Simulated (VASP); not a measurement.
Crystal: Cs3SI.

```
Cs S I
1.0
     6.85913    0.00000    0.00000
     0.00000    6.85913    0.00000
     0.00000    0.00000    6.85913
Cs S I
3 1 1
Cartesian
  3.4296 0.0000 0.0000
  0.0000 3.4296 0.0000
  0.0000 0.0000 3.4296
  0.0000 0.0000 0.0000
  3.4296 3.4296 3.4296
```

- Program: VASP 6.6.1
- Task: relaxation of cell and atoms
- Functional: PBE
- Potentials or basis: VASP PAW PBE potentials, release 64 (Cs_sv, S, I)
- Cutoff: 600 eV
- k mesh: 4 × 4 × 4
- Occupations: gaussian, width 0.02 eV
- Spin: no spin polarisation

At the start: pressure -0.5 GPa; volume 64.54 Å³/atom.

Task: How do energy, volume and symmetry change on relaxing?

Result: Over 3 steps the energy falls by 8.0 meV/atom and the volume is 60.29 Å³/atom (-6.6 %); space group Pm-3m (No. 221, to 0.1 Å) before and after.

Step by step:
```csv
step,energy change (eV),largest force (eV/Å),pressure (GPa),volume (Å³)
1,0.0000,0.0000,-0.54,322.71
2,-0.0276,0.0000,-0.32,312.59
3,-0.0401,0.0000,-0.03,301.43
```

Final structure:
```
CELL_PARAMETERS angstrom
6.70491 0.00000 0.00000
0.00000 6.70491 0.00000
0.00000 0.00000 6.70491
ATOMIC_POSITIONS crystal
Cs 0.50000 0.00000 0.00000
Cs 0.00000 0.50000 0.00000
Cs 0.00000 0.00000 0.50000
S 0.00000 0.00000 0.00000
I 0.50000 0.50000 0.50000
```
